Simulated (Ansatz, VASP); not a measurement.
# Two plane-wave programs on C

The input INCAR:

```
SYSTEM = C
  PREC = Accurate
  ENCUT = 600
  EDIFF = 1E-7
  ISMEAR = -1
  SIGMA = 0.05
  LREAL = .False.
  LASPH = .True.
  NELM = 80
  ALGO = Normal
  ISIF = 3
  LWAVE = .False.
  LCHARG = .False.
  GGA = PS
  IBRION = 2
  NSW = 60
  EDIFFG = -0.01
```

File KPOINTS:

```
Automatic mesh
0
Gamma
  13 13 13
  0 0 0
```

The input POSCAR:

```
C
1.0
    0.0000000000      1.7833700000      1.7833700000
    1.7833700000      0.0000000000      1.7833700000
    1.7833700000      1.7833700000      0.0000000000
C
2
Direct
    0.7500000000      0.7500000000      0.7500000000
    0.5000000000      0.5000000000      0.5000000000
```

Contents of input.yaml:

```yaml
crystal:
  lattice:
    - [0.0, 1.78337, 1.78337]
    - [1.78337, 0.0, 1.78337]
    - [1.78337, 1.78337, 0.0]
  atoms:
    - { symbol: C, position: [0.75, 0.75, 0.75] }
    - { symbol: C, position: [0.5, 0.5, 0.5] }
hamiltonian:
  xc: pbesol
  pseudopotentials: { kind: paw }
kpoints:
  mp_grid: { grid: [13, 13, 13] }
scf:
  occupations: { method: fermi_dirac, width: 0.05 }
output:
  forces: true
  stress: true
  eigenvalues: true
  write_density: true
  write_potential: true
  elf: true
  volumetric_format: npy
relax:
  f_tol: 0.01
  max_steps: 40
  cell: { stress_tol: 0.05 }
```

Alike in both runs: task relaxation of cell and atoms; functional PBEsol; k mesh 13 × 13 × 13; occupations fermi-dirac, width 0.05 eV; no spin polarisation.

```csv
,VASP,Ansatz
version,VASP 6.6.1,Ansatz 0.2.0
potentials or method,"VASP PAW PBE potentials, release 64 (C)",Ansatz PAW
plane-wave cutoff (eV),600,420
valence electrons in the cell,8,8
```

Ansatz gave:

```
gap on the k mesh at the Fermi level, each at its own relaxed structure (eV) : 4.04
relaxed volume (Å³/atom)                                                     : 5.61
relaxed cell length with the largest relative difference (Å)                 : 2.513
```

Question: Estimate VASP's values.

Answer: gap on the k mesh at the Fermi level, each at its own relaxed structure (eV): 4.03; relaxed volume (Å³/atom): 5.62; relaxed cell length with the largest relative difference (Å): 2.514.

VASP's potentials were made for PBE, not for PBEsol.

Noted on Ansatz's run: Pulay correction over one GPa; odd divisions of the mesh miss points on the zone boundary, where band edges often lie, so the gap on the mesh can be too wide; the plane-wave basis is chosen anew once the cell has moved, so the energies of steps on either side of that aren't comparable.
